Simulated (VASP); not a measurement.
# InGaSe (P6_3/mmc) in VASP: further runs

The runs below take InGaSe through single point, relaxation of cell and atoms, with PBE.

Everything below comes from runs of VASP 6.6.1. Logs are shortened: lines on timing, memory, paths and dates and some standing lists are left out, and cuts for length are marked.

### Step 1. The cell of the first run

Symmetry: P6_3/mmc, No. 194, hexagonal system. The conventional cell has a = 4.787 Å, b = 4.787 Å, c = 8.958 Å, α = 90.00°, β = 90.00°, γ = 120.00°. Within 3.6 Å of In (site symmetry -6m2) lie 3 Se at 2.76 Å and 6 Ga at 3.56 Å. Within 4.8 Å of Ga (site symmetry -3m) lie 6 In at 3.56 Å and 6 Se at 3.56 Å and 8 Ga at 4.48 to 4.79 Å. Within 3.6 Å of Se (site symmetry -6m2) lie 3 In at 2.76 Å and 6 Ga at 3.56 Å.

The cell was built from a structure type or drawn by symmetry, and may not be a known phase.

### Step 2. Single point, PBE

Input file INCAR:

```
SYSTEM = InGaSe
PREC = Accurate
ENCUT = 520
EDIFF = 1E-7
ISMEAR = 0
SIGMA = 0.15
LREAL = .False.
LASPH = .True.
NELM = 80
ALGO = Normal
ISIF = 2
LWAVE = .False.
LCHARG = .False.
GGA = PE
NBANDS = 41
```

Input file KPOINTS:

```
regular mesh
0
Gamma
  3 3 2
  0 0 0
```

Input file POSCAR:

```
InGaSe
1.0
    4.7870237115      0.0000000000      0.0000000000
   -2.3935118557      4.1456841426      0.0000000000
    0.0000000000      0.0000000000      8.9577160572
In Ga Se
2 2 2
Direct
    0.3333333333      0.6666666667      0.7500000000
    0.6666666667      0.3333333333      0.2500000000
    0.0000000000      0.0000000000      0.0000000000
    0.0000000000      0.0000000000      0.5000000000
    0.3333333333      0.6666666667      0.2500000000
    0.6666666667      0.3333333333      0.7500000000
```

Potentials or basis: VASP PAW PBE potentials, release 64 (In_d, Ga_d, Se).

Command:

```console
> cat potpaw_PBE.64/In_d/POTCAR potpaw_PBE.64/Ga_d/POTCAR potpaw_PBE.64/Se/POTCAR > POTCAR
> mpirun -np 1 vasp_std > vasp.out
```

OUTCAR:

```text
SYSTEM = InGaSe
   PREC = Accurate
   ENCUT = 520
   EDIFF = 1E-7
   ISMEAR = 0
   LREAL = .False.
   LASPH = .True.
   NELM = 80
   ISIF = 2
   GGA = PE

 ion  position               nearest neighbor table
   1  0.333  0.667  0.750-   6 2.76   6 2.76   6 2.76
   2  0.667  0.333  0.250-   5 2.76   5 2.76   5 2.76
   3  0.000  0.000  0.000-
   4  0.000  0.000  0.500-
   5  0.333  0.667  0.250-   2 2.76   2 2.76   2 2.76
   6  0.667  0.333  0.750-   1 2.76   1 2.76   1 2.76

  LATTYP: Found a hexagonal cell.
 ALAT       =     4.7870237115
 C/A-ratio  =     1.8712495691

  Lattice vectors:

 A1 = (   4.7870237115,   0.0000000000,   0.0000000000)
 A2 = (  -2.3935118557,   4.1456841426,   0.0000000000)
 A3 = (   0.0000000000,   0.0000000000,   8.9577160572)

Analysis of symmetry for initial positions (statically):
=====================================================================
 Subroutine PRICEL returns:
 Original cell was already a primitive cell.

 Routine SETGRP: Setting up the symmetry group for a
 hexagonal supercell.

 Subroutine GETGRP returns: Found 24 space group operations
 (whereof 12 operations were pure point group operations)
 out of a pool of 24 trial point group operations.

The static configuration has the point symmetry D_3d.
 The point group associated with its full space group is D_6h.

Analysis of symmetry for dynamics (positions and initial velocities):
=====================================================================
 Subroutine PRICEL returns:
 Original cell was already a primitive cell.

 Routine SETGRP: Setting up the symmetry group for a
 hexagonal supercell.

 Subroutine GETGRP returns: Found 24 space group operations
 (whereof 12 operations were pure point group operations)
 out of a pool of 24 trial point group operations.

The dynamic configuration has the point symmetry D_3d.
 The point group associated with its full space group is D_6h.

 Subroutine INISYM returns: Found 24 space group operations
 (whereof 12 operations are pure point group operations),
 and found     1 'primitive' translations

----------------------------------------------------------------------------------------

                                     Primitive cell

  volume of cell :     177.7702

  direct lattice vectors                    reciprocal lattice vectors
     4.787023711  0.000000000  0.000000000     0.208898067  0.120607355  0.000000000
    -2.393511856  4.145684143  0.000000000     0.000000000  0.241214710  0.000000000
     0.000000000  0.000000000  8.957716057     0.000000000  0.000000000  0.111635599

  length of vectors
     4.787023711  4.787023711  8.957716057     0.241214710  0.241214710  0.111635599

  position of ions in fractional coordinates (direct lattice)
     0.333333333  0.666666667  0.750000000
     0.666666667  0.333333333  0.250000000
     0.000000000  0.000000000  0.000000000
     0.000000000  0.000000000  0.500000000
     0.333333333  0.666666667  0.250000000
     0.666666667  0.333333333  0.750000000

  ion indices of the primitive-cell ions
   primitive index   ion index
                 1           1
                 2           2
                 3           3
                 4           4
                 5           5
                 6           6

----------------------------------------------------------------------------------------

 KPOINTS: regular mesh

Automatic generation of k-mesh.
 Grid dimensions read from file:
 generate k-points for:    3    3    2

 Generating k-lattice:

  Cartesian coordinates                     Fractional coordinates (reciprocal lattice)
     0.069632689  0.040202452  0.000000000     0.333333333  0.000000000  0.000000000
     0.000000000  0.080404903  0.000000000     0.000000000  0.333333333  0.000000000
     0.000000000  0.000000000  0.055817800     0.000000000  0.000000000  0.500000000

  Length of vectors
     0.080404903  0.080404903  0.055817800

  Shift w.r.t. Gamma in fractional coordinates (k-lattice)
     0.000000000  0.000000000  0.000000000

 Subroutine IBZKPT returns following result:
 ===========================================

 Found      6 irreducible k-points:

 Following reciprocal coordinates:
            Coordinates               Weight
  0.000000  0.000000  0.000000      1.000000
  0.333333  0.000000  0.000000      6.000000
  0.333333  0.333333  0.000000      2.000000
  0.000000  0.000000  0.500000      1.000000
  0.333333  0.000000  0.500000      6.000000
  0.333333  0.333333  0.500000      2.000000
   k-points           NKPTS =      6   k-points in BZ     NKDIM =      6   number of bands    NBANDS=     41
   number of dos      NEDOS =    301   number of ions     NIONS =      6
   total plane-waves  NPLWV =  90720
   dimension x,y,z NGX =    36 NGY =   36 NGZ =   70
   dimension x,y,z NGXF=    72 NGYF=   72 NGZF=  140
   ions per type =               2   2   2
   NGX,Y,Z   is equivalent  to a cutoff of  12.50, 12.50, 12.99 a.u.
   NGXF,Y,Z  is equivalent  to a cutoff of  25.00, 25.00, 25.98 a.u.
 SYSTEM =  InGaSe
   PREC   = accura    normal or accurate (medium, high low for compatibility)
   ISTART =      0    job   : 0-new  1-cont  2-samecut
   ICHARG =      2    charge: 1-file 2-atom 10-const
   ISPIN  =      1    spin polarized calculation?
   LNONCOLLINEAR =      F non collinear calculations
   LSORBIT =      F    spin-orbit coupling
   LASPH  =      T    aspherical Exc in radial PAW
   ENCUT  =  520.0 eV  38.22 Ry    6.18 a.u.   8.90  8.90 16.66*2*pi/ulx,y,z
   NELM   =     80;   NELMIN=  2; NELMDL= -5     # of ELM steps
   EDIFF  = 0.1E-06   stopping-criterion for ELM
   LREAL  =      F    real-space projection
   EDIFFG = 0.1E-05   stopping-criterion for IOM
   NSW    =      0    number of steps for IOM
   IBRION =     -1    ionic relax: 0-MD 1-quasi-New 2-CG
   NFREE  =      0    steps in history (QN), initial steepest desc. (CG)
   ISIF   =      2    stress and relaxation
   ISYM   =      2    0-nonsym 1-usesym 2-fastsym
   POTIM  = 0.5000    time-step for ionic-motion
   TEBEG  =    0.0;   TEEND  =   0.0 temperature during run
   PSTRESS=    0.0 pullay stress
   NELECT =      64.0000    total number of electrons
   NUPDOWN=      -1.0000    fix difference up-down
   EMIN   =  10.00;   EMAX   =-10.00  energy-range for DOS
   EFERMI =   0.00;   METHOD = LEGACY
   ISMEAR =     0;   SIGMA  =   0.15  broadening in eV -4-tet -1-fermi 0-gaus
   EFERMI_NEDOS =   21; number of points for ismear=-14 and -15
   IALGO  =     38    algorithm
   IMIX   =      4    mixing-type and parameters
     AMIX     =   0.40;   BMIX     =  1.00
     AMIX_MAG =   1.60;   BMIX_MAG =  1.00
  volume/ion in A,a.u.               =      29.63       199.94
  Fermi-wavevector in a.u.,A,eV,Ry     =   1.164613  2.200800 18.453914  1.356324
  Thomas-Fermi vector in A             =   2.301149
   LORBIT       =      0    0 simple, 1 ext, 2 COOP (PROOUT), +10 PAW based schemes
   GGA     = PE    functional components
   LHFCALC =     F    Hartree Fock is set to
   AEXX    =    0.0000 exact exchange contribution
   IVDW    =     0    specifies the selected vdW correction
   LEPSILON=     F    determine dielectric tensor
   LRPA    =     F    only Hartree local field effects (RPA)
 non-spin polarized calculation
 Gauss-broadening in eV      SIGMA  =   0.15
  energy-cutoff  :      520.00
  volume of cell :      177.77
 maximum number of plane-waves:      4815
 NGX is ok and might be reduce to    36
   NGX = 17   NGY = 17   NGZ = 33

 number of electron      63.9999992 magnetization

 Free energy of the ion-electron system (eV)
  ---------------------------------------------------
  ext. energy  EPLUGINS =         0.00000000
  ---------------------------------------------------
  free energy    TOTEN  =       -17.69871591 eV

  energy without entropy =      -17.66967517  energy(sigma->0) =      -17.68419554

 E-fermi :   4.2952     XC(G=0):  -8.9911

 val. band max:        4.2003466487   @ k =   0.3333   0.3333   0.0000
 cond. band min:       4.4277912148   @ k =   0.3333   0.0000   0.0000
 fundamental gap:      0.2274445662
 Fermi energy:         4.2952299625

 k-point     1 :       0.0000    0.0000    0.0000
  band No.  band energies     occupation
      1     -11.3983      2.00000
      2     -11.3983      2.00000
      3     -11.3967      2.00000
      4     -11.3967      2.00000
      5     -11.3956      2.00000
      6     -11.3907      2.00000
[... 33 lines left out ...]
     40       6.3619      0.00000
     41       7.7402      0.00000

 k-point     2 :       0.3333    0.0000    0.0000
  band No.  band energies     occupation
      1     -11.4027      2.00000
      2     -11.3968      2.00000
      3     -11.3957      2.00000
      4     -11.3957      2.00000
      5     -11.3954      2.00000
      6     -11.3919      2.00000
[... 33 lines left out ...]
     40       8.0823      0.00000
     41       8.3791      0.00000

 k-point     3 :       0.3333    0.3333    0.0000
  band No.  band energies     occupation
      1     -11.3975      2.00000
      2     -11.3975      2.00000
      3     -11.3954      2.00000
      4     -11.3954      2.00000
      5     -11.3932      2.00000
      6     -11.3932      2.00000
[... 33 lines left out ...]
     40       8.2272      0.00000
     41       8.7644      0.00000

 k-point     4 :       0.0000    0.0000    0.5000
  band No.  band energies     occupation
      1     -11.3971      2.00000
      2     -11.3971      2.00000
      3     -11.3971      2.00000
      4     -11.3971      2.00000
      5     -11.3909      2.00000
      6     -11.3909      2.00000
[... 33 lines left out ...]
     40       8.0943      0.00000
     41       8.2548      0.00000

 k-point     5 :       0.3333    0.0000    0.5000
  band No.  band energies     occupation
      1     -11.3978      2.00000
      2     -11.3978      2.00000
      3     -11.3962      2.00000
      4     -11.3962      2.00000
      5     -11.3938      2.00000
      6     -11.3938      2.00000
[... 33 lines left out ...]
     40       8.1210      0.00000
     41       8.8331      0.00000

 k-point     6 :       0.3333    0.3333    0.5000
  band No.  band energies     occupation
      1     -11.3972      2.00000
      2     -11.3972      2.00000
      3     -11.3955      2.00000
      4     -11.3955      2.00000
      5     -11.3927      2.00000
      6     -11.3927      2.00000
[... 33 lines left out ...]
     40       6.7097      0.00000
     41      10.0422      0.00000

------------------------ aborting loop because EDIFF is reached ----------------------------------------

  FORCE on cell =-STRESS in cart. coord.  units (eV):
  Direction    XX          YY          ZZ          XY          YZ          ZX
  --------------------------------------------------------------------------------------
  -------------------------------------------------------------------------------------
  Total        0.6952662      0.6952662     -0.2704643      0.0000000      0.0000000     -0.0000000
  in kB        6.2661767      6.2661767     -2.4375945      0.0000000      0.0000000     -0.0000000
  external PRESSURE =       3.3649196 kB  Pullay stress =       0.0000000 kB

 VOLUME and BASIS-vectors are now :
 -----------------------------------------------------------------------------
  energy-cutoff  :      520.00
  volume of cell :      177.77
      direct lattice vectors                 reciprocal lattice vectors
     4.787023711  0.000000000  0.000000000     0.208898067  0.120607355  0.000000000
    -2.393511856  4.145684143  0.000000000     0.000000000  0.241214710  0.000000000
     0.000000000  0.000000000  8.957716057     0.000000000  0.000000000  0.111635599

 POSITION                                       TOTAL-FORCE (eV/Angst)
 -----------------------------------------------------------------------------------
     -0.00000      2.76379      6.71829         0.000000      0.000000      0.000000
      2.39351      1.38189      2.23943        -0.000000     -0.000000      0.000000
      0.00000      0.00000      0.00000         0.000000      0.000000      0.000000
      0.00000      0.00000      4.47886         0.000000      0.000000      0.000000
     -0.00000      2.76379      2.23943         0.000000     -0.000000      0.000000
      2.39351      1.38189      6.71829        -0.000000      0.000000      0.000000
 -----------------------------------------------------------------------------------
    total drift:                               -0.000000      0.000000     -0.000000

  FREE ENERGIE OF THE ION-ELECTRON SYSTEM (eV)
  ---------------------------------------------------
  free  energy   TOTEN  =       -17.6987159136 eV

  energy  without entropy=      -17.6696751658  energy(sigma->0) =      -17.68419554
```

Run time: 62 s. Hardware: 1 thread of Intel Xeon Platinum 8259CL at 2.50GHz (Skylake/Cascade Lake), shared host; peak memory 0.3 GiB.

What came out:

```
Free energy            : -17.6987 eV
Pressure               : 0.3 GPa
Band gap on the k mesh : 0.23 eV (least direct gap 0.41 eV)
```

Stress tensor (GPa, compression positive):
```
 0.63  0.00  0.00
 0.00  0.63  0.00
 0.00  0.00 -0.24
```

Levels at points of the mesh, in eV from the valence-band top:
```tsv
k point	band 30	band 31	band 32	band 33	band 34	band 35
(0.00, 0.00, 0.00)	-3.12	-1.98	-1.44	0.44	0.44	1.69
(0.00, 0.00, 0.50)	-3.20	-1.79	-1.79	0.81	0.81	0.81
```

Caveat: the k points lie up to 0.51 Å⁻¹ apart; spin-orbit coupling is left out, which moves the levels of the heavy elements; an odd mesh through Γ misses points on the zone boundary, where band edges can lie.

### Step 3. Relaxation of cell and atoms, PBE

This run uses another cell than the first one, of 27.56 Å³/atom.

Input file INCAR:

```
PREC = Accurate
ENCUT = 600
EDIFF = 1E-7
ISMEAR = 0
SIGMA = 0.15
LREAL = False
LASPH = True
NELM = 80
ALGO = Normal
ISIF = 3
LWAVE = False
LCHARG = False
GGA = PE
IBRION = 2
NSW = 36
EDIFFG = -0.08
```

Input file KPOINTS:

```
Automatic mesh
0
Gamma
  3 3 2
```

Input file POSCAR:

```
InGaSe
1.0
    4.5685432800      0.0000000000      0.0000000000
   -2.2842716400      3.9564745400      0.0000000000
    0.0000000000      0.0000000000      9.1498302100
In Ga Se
2 2 2
Direct
    0.3333333300      0.6666666700      0.7500000000
    0.6666666700      0.3333333300      0.2500000000
    0.0000000000      0.0000000000      0.0000000000
    0.0000000000      0.0000000000      0.5000000000
    0.3333333300      0.6666666700      0.2500000000
    0.6666666700      0.3333333300      0.7500000000
```

Potentials or basis: VASP PAW PBE potentials, release 64 (In_d, Ga_d, Se).

Command:

```console
> cat potpaw_PBE.64/In_d/POTCAR potpaw_PBE.64/Ga_d/POTCAR potpaw_PBE.64/Se/POTCAR > POTCAR
> mpirun -np 1 vasp_std > vasp.out
```

Wall time 3.7 min (1 thread of Intel Xeon Platinum 8259CL at 2.50GHz (Skylake/Cascade Lake), shared host); peak memory 0.34 GiB.

It converged, with:

- Free energy: -17.7042 eV
- Relaxed volume: 29.78 Å³/atom
- Relaxed cell: a = 4.819 Å, b = 4.819 Å, c = 8.885 Å, α = 90.00°, β = 90.00°, γ = 120.00°
- Space group after relaxing (to 0.1 Å): P6_3/mmc (No. 194)
- Energy gained by relaxing: 54.4 meV/atom
- Ionic steps: 5
- Pressure after relaxing: 0.0 GPa
- Band gap on the k mesh: 0.21 eV (least direct gap 0.32 eV)

Stress tensor (GPa, compression positive):
```
 0.10  0.00  0.00
 0.00  0.10  0.00
 0.00  0.00 -0.23
```

Step by step:
| step | energy change (eV) | largest force (eV/Å) | pressure (GPa) | volume (Å³) |
| --- | --- | --- | --- | --- |
| 1 | 0.0000 | 0.0000 | 4.13 | 165.39 |
| 2 | -0.3082 | 0.0000 | -0.18 | 182.83 |
| 3 | -0.3084 | 0.0000 | -0.27 | 183.30 |
| 4 | -0.3149 | 0.0000 | -0.21 | 182.16 |
| 5 | -0.3266 | 0.0000 | -0.01 | 178.70 |

Final structure:
```
CELL_PARAMETERS angstrom
4.81913 0.00000 0.00000
-2.40956 4.17349 0.00000
0.00000 0.00000 8.88481
ATOMIC_POSITIONS crystal
In 0.33333 0.66667 0.75000
In 0.66667 0.33333 0.25000
Ga 0.00000 0.00000 0.00000
Ga 0.00000 0.00000 0.50000
Se 0.33333 0.66667 0.25000
Se 0.66667 0.33333 0.75000
```

Levels at points of the mesh, in eV from the valence-band top:
| k point | band 30 | band 31 | band 32 | band 33 | band 34 | band 35 |
| --- | --- | --- | --- | --- | --- | --- |
| (0.00, 0.00, 0.00) | -3.09 | -2.07 | -1.50 | 0.33 | 0.33 | 1.62 |
| (0.00, 0.00, 0.50) | -3.23 | -1.86 | -1.86 | 0.70 | 0.70 | 0.70 |

Caveat: the k points lie up to 0.50 Å⁻¹ apart in the final cell; spin-orbit coupling is left out, which moves the levels of the heavy elements; an odd mesh through Γ misses points on the zone boundary, where band edges can lie.
